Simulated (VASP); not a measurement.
# Ag in VASP: a series of runs, part 2 of 2

VASP 6.6.1.

## (3) Single point, PBEsol (strain -0.080 along x and y, -0.080 along z)

INCAR reads:

```
PREC = Accurate ; ENCUT = 520
EDIFF = 1E-6 ; ISMEAR = 0
SIGMA = 0.15 ; LREAL = F
LASPH = T ; NELM = 80
ALGO = Fast ; ISIF = 2
LWAVE = F ; LCHARG = F
GGA = PS ; NBANDS = 12
```

KPOINTS reads:

```
Automatic mesh
0
Gamma
  20 20 20
```

POSCAR reads:

```
Ag
1.0
   -1.5232016800      1.5232016800      1.5232016800
    1.5232016800     -1.5232016800      1.5232016800
    1.5232016800      1.5232016800     -1.5232016800
Ag
1
Direct
    0.0000000000      0.0000000000      0.0000000000
```

Potentials or basis: VASP PAW PBE potentials, release 64 (Ag).

Started as:

```sh
$ cat potpaw_PBE.64/Ag/POTCAR > POTCAR
$ mpirun -np 1 vasp_std > vasp.out
```

OUTCAR:

```text
PREC = Accurate
   ENCUT = 520
   EDIFF = 1E-6
   ISMEAR = 0
   LREAL = F
   LASPH = T
   NELM = 80
   ISIF = 2
   GGA = PS

 ion  position               nearest neighbor table
   1  0.000  0.000  0.000-

  LATTYP: Found a body centered cubic cell.
 ALAT       =     3.0464033600

  Lattice vectors:

 A1 = (  -1.5232016800,   1.5232016800,   1.5232016800)
 A2 = (   1.5232016800,  -1.5232016800,   1.5232016800)
 A3 = (   1.5232016800,   1.5232016800,  -1.5232016800)

Analysis of symmetry for initial positions (statically):
=====================================================================
 Subroutine PRICEL returns:
 Original cell was already a primitive cell.

 Routine SETGRP: Setting up the symmetry group for a
 body centered cubic supercell.

 Subroutine GETGRP returns: Found 48 space group operations
 (whereof 48 operations were pure point group operations)
 out of a pool of 48 trial point group operations.

The static configuration has the point symmetry O_h .

Analysis of symmetry for dynamics (positions and initial velocities):
=====================================================================
 Subroutine PRICEL returns:
 Original cell was already a primitive cell.

 Routine SETGRP: Setting up the symmetry group for a
 body centered cubic supercell.

 Subroutine GETGRP returns: Found 48 space group operations
 (whereof 48 operations were pure point group operations)
 out of a pool of 48 trial point group operations.

The dynamic configuration has the point symmetry O_h .

 Subroutine INISYM returns: Found 48 space group operations
 (whereof 48 operations are pure point group operations),
 and found     1 'primitive' translations

----------------------------------------------------------------------------------------

                                     Primitive cell

  volume of cell :      14.1362

  direct lattice vectors                    reciprocal lattice vectors
    -1.523201680  1.523201680  1.523201680     0.000000000  0.328255940  0.328255940
     1.523201680 -1.523201680  1.523201680     0.328255940  0.000000000  0.328255940
     1.523201680  1.523201680 -1.523201680     0.328255940  0.328255940  0.000000000

  length of vectors
     2.638262700  2.638262700  2.638262700     0.464224003  0.464224003  0.464224003

  position of ions in fractional coordinates (direct lattice)
     0.000000000  0.000000000  0.000000000

  ion indices of the primitive-cell ions
   primitive index   ion index
                 1           1

----------------------------------------------------------------------------------------

 KPOINTS: Automatic mesh

Automatic generation of k-mesh.
 Grid dimensions read from file:
 generate k-points for:   20   20   20

 Generating k-lattice:

  Cartesian coordinates                     Fractional coordinates (reciprocal lattice)
     0.000000000  0.016412797  0.016412797     0.050000000  0.000000000  0.000000000
     0.016412797  0.000000000  0.016412797     0.000000000  0.050000000  0.000000000
     0.016412797  0.016412797  0.000000000     0.000000000  0.000000000  0.050000000

  Length of vectors
     0.023211200  0.023211200  0.023211200

  Shift w.r.t. Gamma in fractional coordinates (k-lattice)
     0.000000000  0.000000000  0.000000000

 Subroutine IBZKPT returns following result:
 ===========================================

 Found    256 irreducible k-points:

 Following reciprocal coordinates:
            Coordinates               Weight
  0.000000  0.000000  0.000000      1.000000
  0.050000  0.000000  0.000000     12.000000
  0.100000  0.000000  0.000000     12.000000
  0.150000  0.000000  0.000000     12.000000
  0.200000  0.000000  0.000000     12.000000
  0.250000  0.000000  0.000000     12.000000
[... 16 lines left out ...]
  0.200000  0.100000 -0.000000     48.000000
  0.250000  0.100000  0.000000     48.000000
 [... further k-points ...]
   k-points           NKPTS =    256   k-points in BZ     NKDIM =    256   number of bands    NBANDS=     12
   number of dos      NEDOS =    301   number of ions     NIONS =      1
   total plane-waves  NPLWV =   8000
   dimension x,y,z NGX =    20 NGY =   20 NGZ =   20
   dimension x,y,z NGXF=    40 NGYF=   40 NGZF=   40
   ions per type =               1
   NGX,Y,Z   is equivalent  to a cutoff of  12.60, 12.60, 12.60 a.u.
   NGXF,Y,Z  is equivalent  to a cutoff of  25.21, 25.21, 25.21 a.u.
 SYSTEM =  unknown system
   PREC   = accura    normal or accurate (medium, high low for compatibility)
   ISTART =      0    job   : 0-new  1-cont  2-samecut
   ICHARG =      2    charge: 1-file 2-atom 10-const
   ISPIN  =      1    spin polarized calculation?
   LNONCOLLINEAR =      F non collinear calculations
   LSORBIT =      F    spin-orbit coupling
   LASPH  =      T    aspherical Exc in radial PAW
   ENCUT  =  520.0 eV  38.22 Ry    6.18 a.u.   4.91  4.91  4.91*2*pi/ulx,y,z
   NELM   =     80;   NELMIN=  2; NELMDL= -5     # of ELM steps
   EDIFF  = 0.1E-05   stopping-criterion for ELM
   LREAL  =      F    real-space projection
   EDIFFG = 0.1E-04   stopping-criterion for IOM
   NSW    =      0    number of steps for IOM
   IBRION =     -1    ionic relax: 0-MD 1-quasi-New 2-CG
   NFREE  =      0    steps in history (QN), initial steepest desc. (CG)
   ISIF   =      2    stress and relaxation
   ISYM   =      2    0-nonsym 1-usesym 2-fastsym
   POTIM  = 0.5000    time-step for ionic-motion
   TEBEG  =    0.0;   TEEND  =   0.0 temperature during run
   PSTRESS=    0.0 pullay stress
   NELECT =      11.0000    total number of electrons
   NUPDOWN=      -1.0000    fix difference up-down
   EMIN   =  10.00;   EMAX   =-10.00  energy-range for DOS
   EFERMI =   0.00;   METHOD = LEGACY
   ISMEAR =     0;   SIGMA  =   0.15  broadening in eV -4-tet -1-fermi 0-gaus
   EFERMI_NEDOS =   21; number of points for ismear=-14 and -15
   IALGO  =     68    algorithm
   IMIX   =      4    mixing-type and parameters
     AMIX     =   0.40;   BMIX     =  1.00
     AMIX_MAG =   1.60;   BMIX_MAG =  1.00
  volume/ion in A,a.u.               =      14.14        95.40
  Fermi-wavevector in a.u.,A,eV,Ry     =   1.505780  2.845512 30.849506  2.267375
  Thomas-Fermi vector in A             =   2.616584
   LORBIT       =      0    0 simple, 1 ext, 2 COOP (PROOUT), +10 PAW based schemes
   GGA     = PS    functional components
   LHFCALC =     F    Hartree Fock is set to
   AEXX    =    0.0000 exact exchange contribution
   IVDW    =     0    specifies the selected vdW correction
   LEPSILON=     F    determine dielectric tensor
   LRPA    =     F    only Hartree local field effects (RPA)
 non-spin polarized calculation
 RMM-DIIS sequential band-by-band and
 Gauss-broadening in eV      SIGMA  =   0.15
  energy-cutoff  :      520.00
  volume of cell :       14.14
 maximum number of plane-waves:       394
   NGX =  9   NGY =  9   NGZ =  9

 number of electron      10.9999997 magnetization

 Free energy of the ion-electron system (eV)
  ---------------------------------------------------
  ext. energy  EPLUGINS =         0.00000000
  ---------------------------------------------------
  free energy    TOTEN  =        -3.05721530 eV

  energy without entropy =       -3.05252792  energy(sigma->0) =       -3.05487161

 E-fermi :  11.2149     XC(G=0): -13.5679

 val. band max:       11.1984041118   @ k =  -0.3000   0.4500   0.1000
 cond. band min:      11.2595318590   @ k =   0.2000   0.1500   0.1500
 fundamental gap:      0.0611277472
 Fermi energy:        11.2148787617

 k-point     1 :       0.0000    0.0000    0.0000
  band No.  band energies     occupation
      1       1.8099      2.00000
      2       5.4160      2.00000
      3       5.4160      2.00000
      4       5.4160      2.00000
      5       7.2442      2.00000
      6       7.2442      2.00000
      7      29.6250      0.00000
      8      29.6250      0.00000
      9      29.6250      0.00000
     10      37.8900      0.00000
     11      37.8900      0.00000
     12      39.3182      0.00000

 k-point     2 :       0.0500    0.0000    0.0000
  band No.  band energies     occupation
      1       1.9071      2.00000
      2       5.3864      2.00000
      3       5.4188      2.00000
      4       5.4803      2.00000
      5       7.2098      2.00000
      6       7.2464      2.00000
      7      29.5198      0.00000
      8      29.6313      0.00000
      9      29.7288      0.00000
     10      36.7542      0.00000
     11      37.3732      0.00000
     12      38.6857      0.00000
[... 316 lines left out ...]
 k-point    24 :       0.2500    0.1000    0.0000
  band No.  band energies     occupation
      1       3.8470      2.00000
      2       4.7309      2.00000
      3       5.9593      2.00000
      4       6.9125      2.00000
      5       7.4228      2.00000
      6       8.1390      2.00000
      7      22.8007      0.00000
      8      26.0795      0.00000
      9      29.0763      0.00000
     10      32.3407      0.00000
     11      36.5026      0.00000
     12      36.6859      0.00000

 [... further k-points ...]
[... 5 lines left out ...]
  --------------------------------------------------------------------------------------
  -------------------------------------------------------------------------------------
  Total        2.7623760      2.7623760      2.7623760     -0.0000000      0.0000000     -0.0000000
  in kB      313.0841977    313.0841977    313.0841977     -0.0000000      0.0000000     -0.0000000
  external PRESSURE =     313.0841977 kB  Pullay stress =       0.0000000 kB

 VOLUME and BASIS-vectors are now :
 -----------------------------------------------------------------------------
  energy-cutoff  :      520.00
  volume of cell :       14.14
      direct lattice vectors                 reciprocal lattice vectors
    -1.523201680  1.523201680  1.523201680     0.000000000  0.328255940  0.328255940
     1.523201680 -1.523201680  1.523201680     0.328255940  0.000000000  0.328255940
     1.523201680  1.523201680 -1.523201680     0.328255940  0.328255940  0.000000000

 POSITION                                       TOTAL-FORCE (eV/Angst)
 -----------------------------------------------------------------------------------
      0.00000      0.00000      0.00000         0.000000      0.000000     -0.000000
 -----------------------------------------------------------------------------------
    total drift:                                0.000000     -0.000000      0.000000

  FREE ENERGIE OF THE ION-ELECTRON SYSTEM (eV)
  ---------------------------------------------------
  free  energy   TOTEN  =        -3.0572152964 eV

  energy  without entropy=       -3.0525279247  energy(sigma->0) =       -3.05487161
```

Wall time 16 s (1 thread of Intel Xeon 6975P-C (Granite Rapids), shared host); peak memory 0.15 GiB.

What came out:

- Free energy: -3.0572 eV
- Pressure: 31.3 GPa

Levels at points of the mesh, in eV from the Fermi level:
| k point | band 1 | band 2 | band 3 | band 4 | band 5 | band 6 | band 7 | band 8 | band 9 | band 10 |
| --- | --- | --- | --- | --- | --- | --- | --- | --- | --- | --- |
| (0.00, 0.00, 0.00) | -9.40 | -5.80 | -5.80 | -5.80 | -3.97 | -3.97 | 18.41 | 18.41 | 18.41 | 26.68 |
| (0.50, 0.00, 0.00) | -7.87 | -6.89 | -4.03 | -3.77 | -2.54 | -0.70 | 5.33 | 13.80 | 16.17 | 22.55 |
| (0.50, 0.50, 0.50) | -7.86 | -7.86 | -2.89 | -2.89 | -2.89 | 7.35 | 7.35 | 7.35 | 15.40 | 15.40 |

Caveat: the cell differs from its parent crystal (strain -0.080 along x and y, -0.080 along z); the PAW data sets were made with another functional, which shifts forces and pressure a little.
